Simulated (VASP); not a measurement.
A run of VASP 6.6.1:

The input INCAR:

```
PREC = Accurate ; ENCUT = 820
EDIFF = 1E-6 ; ISMEAR = -1
SIGMA = 0.05 ; LREAL = False
LASPH = True ; NELM = 120
ALGO = Normal ; ISIF = 2
LWAVE = False ; LCHARG = True
GGA = CA ; LELF = True
LVHAR = True ; NBANDS = 46
GGA_COMPAT = False
```

KPOINTS

```
Automatic mesh
0
Gamma
  12 12 4
```

POSCAR

```
Cu
1.0
    2.5137785214      0.0000000000      0.0000000000
   -1.2568892608      2.1769960591      0.0000000000
    0.0000000000      0.0000000000      8.2063649859
Cu
4
Direct
    0.6666666667      0.3333333333      0.7500000000
    0.0000000000      0.0000000000      0.5000000000
    0.3333333333      0.6666666667      0.2500000000
    0.0000000000      0.0000000000      0.0000000000
```

Potentials or basis: VASP PAW LDA potentials, release 64 (Cu_sv_GW).

Launch:

```console
$ cat potpaw_LDA.64/Cu_sv_GW/POTCAR > POTCAR
$ mpirun -np 1 vasp_std > vasp.out
```

Hardware: 1 thread of AMD EPYC 9R45 96-Core Processor (Zen 5), on a shared host.

Task: Estimate the wall time of this run.

Result: Wall time 2.1 min on 1 thread of AMD EPYC 9R45 96-Core Processor (Zen 5), with other jobs on the host, peak memory 0.27 GiB. Counts: scf iterations 13, k points 57.
